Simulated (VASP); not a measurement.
# AlNi (Pm-3m) in VASP: notebook, part 2 of 2

VASP 6.6.1. The steps go on from the part before.

### Step 3. Relaxation of cell and atoms, r2SCAN

This run uses another cell than the first one, of 11.96 Å³/atom, 1.019 times its volume.

The input, POSCAR:

```
AlNi
1.0
    2.8810000000      0.0000000000      0.0000000000
    0.0000000000      2.8810000000      0.0000000000
    0.0000000000      0.0000000000      2.8810000000
Al Ni
1 1
Direct
    0.0000000000      0.0000000000      0.0000000000
    0.5000000000      0.5000000000      0.5000000000
```

The input, INCAR.step1:

```
  PREC = Accurate
  ENCUT = 600
  ISMEAR = -1
  SIGMA = 0.05
  LREAL = F
  LASPH = T
  NELM = 80
  GGA = PE
  ALGO = Normal
  EDIFF = 1E-4
  LWAVE = T
  LCHARG = F
```

The input, INCAR.step2:

```
  PREC = Accurate
  ENCUT = 600
  EDIFF = 1E-7
  ISMEAR = -1
  SIGMA = 0.05
  LREAL = F
  LASPH = T
  NELM = 80
  ALGO = Normal
  ISIF = 3
  LWAVE = F
  LCHARG = F
  METAGGA = R2SCAN
  LMIXTAU = T
  IBRION = 2
  NSW = 100
  EDIFFG = -0.002
  ISTART = 1
```

The input, KPOINTS:

```
regular mesh
0
Gamma
  14 14 14
```

Potentials or basis: VASP PAW PBE potentials, release 64 (Al, Ni).

On the command line:

```sh
cat potpaw_PBE.64/Al/POTCAR potpaw_PBE.64/Ni/POTCAR > POTCAR
cp INCAR.step1 INCAR
mpirun -np 1 vasp_std > vasp.out
cp INCAR.step2 INCAR
mpirun -np 1 vasp_std > vasp.out
```

OUTCAR:

```text
PREC = Accurate
   ENCUT = 600
   EDIFF = 1E-7
   ISMEAR = -1
   LREAL = F
   LASPH = T
   NELM = 80
   ISIF = 3
   METAGGA = R2SCAN
   IBRION = 2
   NSW = 100
   EDIFFG = -0.002
   ISTART = 1

 ion  position               nearest neighbor table
   1  0.000  0.000  0.000-   2 2.50   2 2.50   2 2.50   2 2.50   2 2.50   2 2.50   2 2.50   2 2.50

   2  0.500  0.500  0.500-   1 2.50   1 2.50   1 2.50   1 2.50   1 2.50   1 2.50   1 2.50   1 2.50

  LATTYP: Found a simple cubic cell.
 ALAT       =     2.8810000000

  Lattice vectors:

 A1 = (   2.8810000000,   0.0000000000,   0.0000000000)
 A2 = (   0.0000000000,   2.8810000000,   0.0000000000)
 A3 = (   0.0000000000,   0.0000000000,   2.8810000000)

Analysis of symmetry for initial positions (statically):
=====================================================================
 Subroutine PRICEL returns:
 Original cell was already a primitive cell.

 Routine SETGRP: Setting up the symmetry group for a
 simple cubic supercell.

 Subroutine GETGRP returns: Found 48 space group operations
 (whereof 48 operations were pure point group operations)
 out of a pool of 48 trial point group operations.

The static configuration has the point symmetry O_h .

Analysis of symmetry for dynamics (positions and initial velocities):
=====================================================================
 Subroutine PRICEL returns:
 Original cell was already a primitive cell.

 Routine SETGRP: Setting up the symmetry group for a
 simple cubic supercell.

 Subroutine GETGRP returns: Found 48 space group operations
 (whereof 48 operations were pure point group operations)
 out of a pool of 48 trial point group operations.

The dynamic configuration has the point symmetry O_h .

 Subroutine INISYM returns: Found 48 space group operations
 (whereof 48 operations are pure point group operations),
 and found     1 'primitive' translations

----------------------------------------------------------------------------------------

                                     Primitive cell

  volume of cell :      23.9128

  direct lattice vectors                    reciprocal lattice vectors
     2.881000000  0.000000000  0.000000000     0.347101701  0.000000000  0.000000000
     0.000000000  2.881000000  0.000000000     0.000000000  0.347101701  0.000000000
     0.000000000  0.000000000  2.881000000     0.000000000  0.000000000  0.347101701
[... 99 lines left out ...]
   ISMEAR =    -1;   SIGMA  =   0.05  broadening in eV -4-tet -1-fermi 0-gaus
   EFERMI_NEDOS =   21; number of points for ismear=-14 and -15
   IALGO  =     38    algorithm
   IMIX   =      4    mixing-type and parameters
     AMIX     =   0.40;   BMIX     =  1.00
     AMIX_MAG =   1.60;   BMIX_MAG =  1.00
  volume/ion in A,a.u.               =      11.96        80.69
  Fermi-wavevector in a.u.,A,eV,Ry     =   1.336122  2.524904 24.289410  1.785221
  Thomas-Fermi vector in A             =   2.464773
   LORBIT       =      0    0 simple, 1 ext, 2 COOP (PROOUT), +10 PAW based schemes
   METAGGA = R2SCAN    functional components
   LHFCALC =     F    Hartree Fock is set to
   AEXX    =    0.0000 exact exchange contribution
   IVDW    =     0    specifies the selected vdW correction
   LEPSILON=     F    determine dielectric tensor
   LRPA    =     F    only Hartree local field effects (RPA)
 conjugate gradient relaxation of ions
 non-spin polarized calculation
  energy-cutoff  :      600.00
  volume of cell :       23.91
 maximum number of plane-waves:       840
 NGX is ok and might be reduce to    24
   NGX = 11   NGY = 11   NGZ = 11

--------------------------------------- Ionic step        1  -------------------------------------------

 number of electron      13.0000015 magnetization

 Free energy of the ion-electron system (eV)
  ---------------------------------------------------
  ext. energy  EPLUGINS =         0.00000000
  ---------------------------------------------------
  free energy    TOTEN  =       -20.06553244 eV

  energy without entropy =      -20.05756766  energy(sigma->0) =      -20.06155005

 E-fermi :   9.8617     XC(G=0): -13.0134

 val. band max:        9.8582944858   @ k =   0.3571   0.2143   0.0714
 cond. band min:       9.8649006534   @ k =   0.5000   0.5000   0.2857
 fundamental gap:      0.0066061676
 Fermi energy:         9.8617447900

 k-point     1 :       0.0000    0.0000    0.0000
  band No.  band energies     occupation
      1      -1.8267      2.00000
      2       6.5445      2.00000
      3       6.5445      2.00000
      4       8.2866      2.00000
      5       8.2866      2.00000
      6       8.2866      2.00000
      7      15.7800      0.00000
      8      15.7800      0.00000
      9      15.7800      0.00000
     10      18.2819      0.00000
[... 370 lines left out ...]
--------------------------------------- Ionic step        3  -------------------------------------------

 number of electron      13.0000011 magnetization

 Free energy of the ion-electron system (eV)
  ---------------------------------------------------
  ext. energy  EPLUGINS =         0.00000000
  ---------------------------------------------------
  free energy    TOTEN  =       -20.07073313 eV

  energy without entropy =      -20.06287233  energy(sigma->0) =      -20.06680273

 E-fermi :  10.1289     XC(G=0): -13.1198

 val. band max:       10.1123751160   @ k =   0.5000   0.5000   0.2857
 cond. band min:      10.1304993618   @ k =   0.3571   0.2143   0.0714
 fundamental gap:      0.0181242458
 Fermi energy:        10.1289191274

 k-point     1 :       0.0000    0.0000    0.0000
  band No.  band energies     occupation
      1      -1.7119      2.00000
      2       6.7097      2.00000
      3       6.7097      2.00000
      4       8.5092      2.00000
      5       8.5092      2.00000
      6       8.5092      2.00000
      7      16.1384      0.00000
      8      16.1384      0.00000
      9      16.1384      0.00000
     10      18.6170      0.00000
[... 328 lines left out ...]
  FREE ENERGIE OF THE ION-ELECTRON SYSTEM (eV)
  ---------------------------------------------------
  free  energy   TOTEN  =       -20.0707331311 eV

  energy  without entropy=      -20.0628723261  energy(sigma->0) =      -20.06680273

 reached required accuracy - stopping structural energy minimisation
```

OUTCAR.step1:

```text
PREC = Accurate
   ENCUT = 600
   ISMEAR = -1
   LREAL = F
   LASPH = T
   NELM = 80
[... 532 lines left out ...]
 -----------------------------------------------------------------------------------
      0.00000      0.00000      0.00000         0.000000      0.000000      0.000000
      1.44050      1.44050      1.44050         0.000000      0.000000      0.000000
 -----------------------------------------------------------------------------------
    total drift:                                0.000000      0.000000     -0.000000

  FREE ENERGIE OF THE ION-ELECTRON SYSTEM (eV)
  ---------------------------------------------------
  free  energy   TOTEN  =       -10.5389803004 eV

  energy  without entropy=      -10.5309712152  energy(sigma->0) =      -10.53497576
```

OSZICAR.step1:

```text
N       E                     dE             d eps       ncg     rms          rms(c)
DAV:   1     0.415924682189E+02    0.41592E+02   -0.62210E+03  2416   0.153E+03
DAV:   2    -0.105887222227E+02   -0.52181E+02   -0.49552E+02  2402   0.216E+02
DAV:   3    -0.119494404812E+02   -0.13607E+01   -0.13408E+01  2886   0.444E+01
DAV:   4    -0.119730902690E+02   -0.23650E-01   -0.23629E-01  2858   0.522E+00
DAV:   5    -0.119737473143E+02   -0.65705E-03   -0.65702E-03  2772   0.901E-01    0.119E+01
DAV:   6    -0.138250680843E+02   -0.18513E+01   -0.57823E+01  2676   0.132E+02    0.156E+01
DAV:   7    -0.105592187976E+02    0.32658E+01   -0.16492E+01  2642   0.787E+01    0.103E+00
DAV:   8    -0.105530389936E+02    0.61798E-02   -0.40145E-01  2992   0.807E+00    0.100E+00
DAV:   9    -0.105393820802E+02    0.13657E-01   -0.56015E-02  2816   0.389E+00    0.184E-01
DAV:  10    -0.105389829879E+02    0.39909E-03   -0.17466E-03  2846   0.669E-01    0.742E-02
DAV:  11    -0.105389803004E+02    0.26875E-05   -0.38961E-05  1288   0.656E-02
   1 F= -.10538980E+02 E0= -.10534976E+02  d E =-.800909E-02
```

It took 3.6 min on 1 thread of AMD EPYC 7R13 (Zen 3), shared host; peak memory 0.15 GiB.

What came out:

| Property | Result |
| --- | --- |
| Free energy | -20.0707 eV |
| Relaxed volume | 11.72 Å³/atom |
| Relaxed cell | a = 2.862 Å, b = 2.862 Å, c = 2.862 Å, α = 90.00°, β = 90.00°, γ = 90.00° |
| Space group after relaxing (to 0.05 Å) | Pm-3m (No. 221) |
| Energy gained by relaxing | 2.6 meV/atom |
| Ionic steps | 3 |
| Pressure after relaxing | 0.0 GPa |

The path:
```tsv
step	energy change (eV)	largest force (eV/Å)	pressure (GPa)	volume (Å³)
1	0.0000	0.0000	-3.42	23.91
2	-0.0014	0.0000	3.11	23.04
3	-0.0052	0.0000	0.02	23.44
```

Final structure:
```yaml
crystal:
  lattice:
    - [2.86170, 0.00000, 0.00000]
    - [0.00000, 2.86170, 0.00000]
    - [0.00000, 0.00000, 2.86170]
  atoms:
    - { symbol: Al, position: [0.00000, 0.00000, 0.00000] }
    - { symbol: Ni, position: [0.50000, 0.50000, 0.50000] }
```

Levels at points of the mesh, in eV from the Fermi level:
```
           k point  band 5  band 6  band 7  band 8  band 9  band 10
(0.00, 0.00, 0.00)   -1.62   -1.62    6.01    6.01    6.01     8.49
(0.50, 0.00, 0.00)   -2.37   -1.53   -0.63    8.70   10.68    10.68
(0.50, 0.50, 0.00)   -2.19   -2.19   -1.03    1.65    2.83    13.55
(0.50, 0.50, 0.50)   -1.00    2.05    2.05    2.05    4.68     4.75
```

Caveat: the PAW data sets were made with another functional, which shifts forces and pressure a little. Spin polarisation is off, so any magnetic state and its effect on volume and gap are missing.
